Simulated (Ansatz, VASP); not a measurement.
**Two plane-wave programs on Ba**

```
Ba
1.0
     2.01365   -3.65000    0.00000
     2.01365    3.65000    0.00000
     0.00000    0.00000    5.70000
Ba
1
Direct
  0.00000 0.00000 0.00000
```

Change from the starting cell: strain +0.0300 x Voigt [1, 0, 0, 0, 0, 0], atoms carried along.

Alike in both runs: task single point; functional PBE; dispersion D3(BJ); k mesh 14 × 14 × 8; occupations gaussian, width 0.15 eV; no spin polarisation.

|  | VASP | Ansatz |
| --- | --- | --- |
| version | VASP 6.6.1 | Ansatz 0.2.0 |
| potentials or method | VASP PAW PBE potentials, release 64 (Ba_sv), cutoff 520 eV | scalar-relativistic, plane waves, PAW |
| valence electrons in the cell | 10 | 10 |

|  | VASP | Ansatz | Ansatz less VASP |
| --- | --- | --- | --- |
| gap on the k mesh at the Fermi level (eV) | none | none | - |
| pressure (GPa) | 0.0 | 0.0 | -0.04 |
| traceless stress, the component that is largest in VASP (GPa) | -2.39 | -2.35 | +0.045 |

A gap of «none» marks a metal or a gap that the smearing closes.

Spin-orbit coupling is off throughout.
